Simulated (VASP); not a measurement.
**Sb: electric field gradients with PBE**

Sb:

```xyz
1
Lattice="3.1600 0.0000 0.0000 0.0000 3.1600 0.0000 0.0000 0.0000 3.0968" Properties=species:S:1:pos:R:3 pbc="T T T"
Sb    0.0000    0.0000    0.0000
```

This cell differs from its parent crystal: zz strain of -2 %.

```json
{
 "Program": "VASP 6.6.1",
 "Task": "electric field gradients",
 "Functional": "PBE",
 "Potentials or basis": "VASP PAW PBE potentials, release 64 (Sb)",
 "Cutoff": "520 eV",
 "k mesh": "13 × 13 × 13",
 "Occupations": "fermi-dirac, width 0.05 eV",
 "Spin": "no spin polarisation",
 "Dipole correction": "no",
 "Further INCAR settings": "ALGO = Normal; EDIFF = 1e-08; NBANDS = 8"
}
```

```json
{
  "Pressure": "-1.6 GPa"
}
```

Stress tensor (GPa, compression positive):
```
-2.59  0.00  0.00
 0.00 -2.59  0.00
 0.00  0.00  0.51
```

Levels at points of the mesh, in eV from the Fermi level:
```csv
k point,band 1,band 2,band 3,band 4,band 5,band 6
"(0.00, 0.00, 0.00)",-12.18,2.93,2.93,3.49,6.70,6.89
```

Electric field gradients, principal values (V/Å²):
```tsv
atom	least	middle	greatest (by size)
1 Sb	4.624	4.624	-9.249
```

Run time: 46 s on 1 thread of Intel Xeon 8259CL, with other jobs on the host, peak memory 0.17 GiB.

Caveat: the cell differs from its parent crystal (zz strain of -2 %); without QUAD_EFG the Cq values of the log hold for a quadrupole moment of 1 mb, not for the nuclei; spin-orbit coupling is left out, which moves the levels of the heavy elements.
